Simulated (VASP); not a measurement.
# MgS (Fm-3m) in VASP: single point with HSE06

Aim: the single point of MgS with HSE06.

Everything below comes from runs of VASP 6.6.1. Logs are shortened: lines on timing, memory, paths and dates and some standing lists are left out, and cuts for length are marked.

**1. The cell of the first run**

It takes space group Fm-3m (No. 225, cubic). Conventional cell: a = 5.230 Å, b = 5.230 Å, c = 5.230 Å, α = 90.00°, β = 90.00°, γ = 90.00°. Within 3.4 Å of Mg (site symmetry m-3m) lie 6 S at 2.62 Å. S (site symmetry m-3m) has 6 Mg at 2.62 Å within 3.4 Å.

**2. Single point, HSE06**

The input, POSCAR:

```
MgS
1.0
    0.0000000000      2.6151298944      2.6151298944
    2.6151298944      0.0000000000      2.6151298944
    2.6151298944      2.6151298944      0.0000000000
Mg S
1 1
Direct
    0.0000000000      0.0000000000      0.0000000000
    0.5000000000      0.5000000000      0.5000000000
```

The input, INCAR.step1:

```
PREC     = Accurate       # precision mode
ENCUT    = 520            # plane-wave cutoff, eV
EDIFF    = 1E-5           # SCF threshold, eV
ISMEAR   = 0              # smearing method
SIGMA    = 0.02           # smearing width, eV
LREAL    = False          # projectors in reciprocal space
LASPH    = True           # aspherical terms in the spheres
NELM     = 80             # most SCF steps
ALGO     = Normal         # electronic algorithm
ISIF     = 2              # what is computed and relaxed
LWAVE    = True           # write WAVECAR
LCHARG   = False          # write CHGCAR
NBANDS   = 11             # bands
GGA      = PE             # functional
```

The input, INCAR.step2:

```
PREC     = Accurate       # precision mode
ENCUT    = 520            # plane-wave cutoff, eV
EDIFF    = 1E-7           # SCF threshold, eV
ISMEAR   = 0              # smearing method
SIGMA    = 0.02           # smearing width, eV
LREAL    = False          # projectors in reciprocal space
LASPH    = True           # aspherical terms in the spheres
NELM     = 80             # most SCF steps
ALGO     = Normal         # electronic algorithm
ISIF     = 2              # what is computed and relaxed
LWAVE    = False          # write WAVECAR
LCHARG   = False          # write CHGCAR
GGA      = PE             # functional
LHFCALC  = True           # exact exchange
HFSCREEN = 0.2079         # screening, 1/A
PRECFOCK = Normal       
NBANDS   = 11             # bands
ISTART   = 1
```

The input, KPOINTS:

```
Automatic mesh
0
Gamma
  6 6 6
```

Potentials or basis: VASP PAW PBE potentials, release 64 (Mg, S).

The run is started by

```console
cat potpaw_PBE.64/Mg/POTCAR potpaw_PBE.64/S/POTCAR > POTCAR
cp INCAR.step1 INCAR
mpirun -np 1 vasp_std > vasp.out
cp INCAR.step2 INCAR
mpirun -np 1 vasp_std > vasp.out
```

OUTCAR:

```text
PREC = Accurate
   ENCUT = 520
   EDIFF = 1E-7
   ISMEAR = 0
   LREAL = False
   LASPH = True
   NELM = 80
   ISIF = 2
   GGA = PE
   LHFCALC = True
   HFSCREEN = 0.2079
   PRECFOCK = Normal
   ISTART = 1

 ion  position               nearest neighbor table
   1  0.000  0.000  0.000-   2 2.62   2 2.62   2 2.62   2 2.62   2 2.62   2 2.62
   2  0.500  0.500  0.500-   1 2.62   1 2.62   1 2.62   1 2.62   1 2.62   1 2.62

  LATTYP: Found a face centered cubic cell.
 ALAT       =     5.2302597888

  Lattice vectors:

 A1 = (   0.0000000000,   2.6151298944,   2.6151298944)
 A2 = (   2.6151298944,   0.0000000000,   2.6151298944)
 A3 = (   2.6151298944,   2.6151298944,   0.0000000000)

Analysis of symmetry for initial positions (statically):
=====================================================================
 Subroutine PRICEL returns:
 Original cell was already a primitive cell.

 Routine SETGRP: Setting up the symmetry group for a
 face centered cubic supercell.

 Subroutine GETGRP returns: Found 48 space group operations
 (whereof 48 operations were pure point group operations)
 out of a pool of 48 trial point group operations.

The static configuration has the point symmetry O_h .

Analysis of symmetry for dynamics (positions and initial velocities):
=====================================================================
 Subroutine PRICEL returns:
 Original cell was already a primitive cell.

 Routine SETGRP: Setting up the symmetry group for a
 face centered cubic supercell.

 Subroutine GETGRP returns: Found 48 space group operations
 (whereof 48 operations were pure point group operations)
 out of a pool of 48 trial point group operations.

The dynamic configuration has the point symmetry O_h .

 Subroutine INISYM returns: Found 48 space group operations
 (whereof 48 operations are pure point group operations),
 and found     1 'primitive' translations

----------------------------------------------------------------------------------------

                                     Primitive cell

  volume of cell :      35.7692

  direct lattice vectors                    reciprocal lattice vectors
     0.000000000  2.615129894  2.615129894    -0.191195092  0.191195092  0.191195092
     2.615129894  0.000000000  2.615129894     0.191195092 -0.191195092  0.191195092
     2.615129894  2.615129894  0.000000000     0.191195092  0.191195092 -0.191195092

[... 88 lines left out ...]
   EFERMI =   0.00;   METHOD = LEGACY
   ISMEAR =     0;   SIGMA  =   0.02  broadening in eV -4-tet -1-fermi 0-gaus
   EFERMI_NEDOS =   21; number of points for ismear=-14 and -15
   IALGO  =     38    algorithm
   IMIX   =      1    mixing-type and parameters
     AMIX     =   0.40;   BMIX     =  1.00
     AMIX_MAG =   1.60;   BMIX_MAG =  1.00
  volume/ion in A,a.u.               =      17.88       120.69
  Fermi-wavevector in a.u.,A,eV,Ry     =   0.993730  1.877877 13.435733  0.987499
  Thomas-Fermi vector in A             =   2.125632
   LORBIT       =      0    0 simple, 1 ext, 2 COOP (PROOUT), +10 PAW based schemes
   GGA     = PE    functional components
   LHFCALC =     T    Hartree Fock is set to
   PRECFOCK=normal    Normal, Fast or Accurate (Low or Medium for compatibility)
   ENCUT4O =  -1.0   cutoff for four orbital integrals eV
   NKREDX  =     1    reduce k-point grid by
   NKREDY  =     1    reduce k-point grid by
   NKREDZ  =     1    reduce k-point grid by
   AEXX    =    0.2500 exact exchange contribution
   HFSCREEN=    0.2079 screening length (either q_TF or 0.3 A-1)
   HFSCREENC=   0.2079 screening length for correlation (either q_TF or 0.3 A-1)
   ENCUTFOCK=  -1.0 apply spherical cutoff to Coloumb kernel
   IVDW    =     0    specifies the selected vdW correction
   LEPSILON=     F    determine dielectric tensor
   LRPA    =     F    only Hartree local field effects (RPA)
 non-spin polarized calculation
 Gauss-broadening in eV      SIGMA  =   0.02
  energy-cutoff  :      520.00
  volume of cell :       35.77
 maximum number of plane-waves:       982
  NGX = 24; NGY = 24; NGZ = 24

 number of electron       8.0000000 magnetization

 Free energy of the ion-electron system (eV)
  ---------------------------------------------------
  ext. energy  EPLUGINS =         0.00000000
  ---------------------------------------------------
  free energy    TOTEN  =        -9.88257006 eV

  energy without entropy =       -9.88257006  energy(sigma->0) =       -9.88257006

 E-fermi :   3.0645     XC(G=0):  -8.0001

 val. band max:        2.9279391540   @ k =   0.0000   0.0000   0.0000
 cond. band min:       6.6402942326   @ k =   0.5000   0.5000   0.0000
 fundamental gap:      3.7123550786
 Fermi energy:         3.0644874994

 k-point     1 :       0.0000    0.0000    0.0000
  band No.  band energies     occupation
      1     -10.9418      2.00000
      2       2.9279      2.00000
      3       2.9279      2.00000
      4       2.9279      2.00000
      5       7.5916      0.00000
      6      12.0384      0.00000
      7      12.0384      0.00000
      8      12.0384      0.00000
      9      14.5939      0.00000
     10      14.5939      0.00000
     11      16.6179      0.00000
[... 197 lines left out ...]
 k-point    16 :      -0.3333    0.5000    0.1667
  band No.  band energies     occupation
      1      -9.1184      2.00000
      2      -1.0933      2.00000
      3       0.1777      2.00000
      4       0.6025      2.00000
      5       8.3306      0.00000
      6      10.2132      0.00000
      7      13.3253      0.00000
      8      13.9772      0.00000
      9      18.1130      0.00000
     10      19.3820      0.00000
     11      19.8599      0.00000

------------------------ aborting loop because EDIFF is reached ----------------------------------------

  FORCE on cell =-STRESS in cart. coord.  units (eV):
  Direction    XX          YY          ZZ          XY          YZ          ZX
  --------------------------------------------------------------------------------------
  -------------------------------------------------------------------------------------
  Total       -0.4232256     -0.4232256     -0.4232256      0.0000000     -0.0000000      0.0000000
  in kB      -18.9571368    -18.9571368    -18.9571368      0.0000000     -0.0000000      0.0000000
  external PRESSURE =     -18.9571368 kB  Pullay stress =       0.0000000 kB

 VOLUME and BASIS-vectors are now :
 -----------------------------------------------------------------------------
  energy-cutoff  :      520.00
  volume of cell :       35.77
      direct lattice vectors                 reciprocal lattice vectors
     0.000000000  2.615129894  2.615129894    -0.191195092  0.191195092  0.191195092
     2.615129894  0.000000000  2.615129894     0.191195092 -0.191195092  0.191195092
     2.615129894  2.615129894  0.000000000     0.191195092  0.191195092 -0.191195092

 POSITION                                       TOTAL-FORCE (eV/Angst)
 -----------------------------------------------------------------------------------
      0.00000      0.00000      0.00000        -0.000000      0.000000     -0.000000
      2.61513      2.61513      2.61513         0.000000     -0.000000      0.000000
 -----------------------------------------------------------------------------------
    total drift:                               -0.000032     -0.000045     -0.000046

  FREE ENERGIE OF THE ION-ELECTRON SYSTEM (eV)
  ---------------------------------------------------
  free  energy   TOTEN  =        -9.8825700570 eV

  energy  without entropy=       -9.8825700570  energy(sigma->0) =       -9.88257006
```

OSZICAR.step1:

```text
N       E                     dE             d eps       ncg     rms          rms(c)
DAV:   1     0.225316816002E+02    0.22532E+02   -0.35443E+03   352   0.594E+02
DAV:   2    -0.745576110261E+01   -0.29987E+02   -0.28417E+02   449   0.103E+02
DAV:   3    -0.890402564272E+01   -0.14483E+01   -0.14455E+01   432   0.236E+01
DAV:   4    -0.891359152265E+01   -0.95659E-02   -0.95651E-02   421   0.227E+00
DAV:   5    -0.891368088768E+01   -0.89365E-04   -0.89364E-04   438   0.215E-01    0.434E+00
DAV:   6    -0.854121746108E+01    0.37246E+00   -0.80921E-01   391   0.353E+00    0.339E+00
DAV:   7    -0.850063621770E+01    0.40581E-01   -0.21815E-01   409   0.202E+00    0.225E+00
DAV:   8    -0.850064991739E+01   -0.13700E-04   -0.15442E-02   388   0.754E-01    0.101E+00
DAV:   9    -0.850033914455E+01    0.31077E-03   -0.82446E-04   400   0.166E-01    0.359E-01
DAV:  10    -0.850035522516E+01   -0.16081E-04   -0.24813E-04   400   0.722E-02    0.435E-02
DAV:  11    -0.850035161826E+01    0.36069E-05   -0.22652E-05   374   0.209E-02
   1 F= -.85003516E+01 E0= -.85003516E+01  d E =-.897256E-31
```

Run time: 10 min. Hardware: 1 thread of Intel Xeon Platinum 8488C (Sapphire Rapids), shared host; peak memory 0.28 GiB.

Results:

```
Free energy            : -9.8826 eV
Pressure               : -1.9 GPa
Band gap on the k mesh : 3.71 eV (least direct gap 4.66 eV)
```

Levels at points of the mesh, in eV from the valence-band top:
```tsv
k point	band 2	band 3	band 4	band 5	band 6	band 7
(0.00, 0.00, 0.00)	0.00	0.00	0.00	4.66	9.11	9.11
(0.50, 0.00, 0.00)	-5.18	-0.63	-0.63	5.53	8.03	8.03
(0.50, 0.50, 0.00)	-4.51	-1.81	-1.81	3.71	5.38	13.36
```

Caveat: the PAW data sets were made with another functional, which shifts forces and pressure a little. A k mesh can miss the band edges.
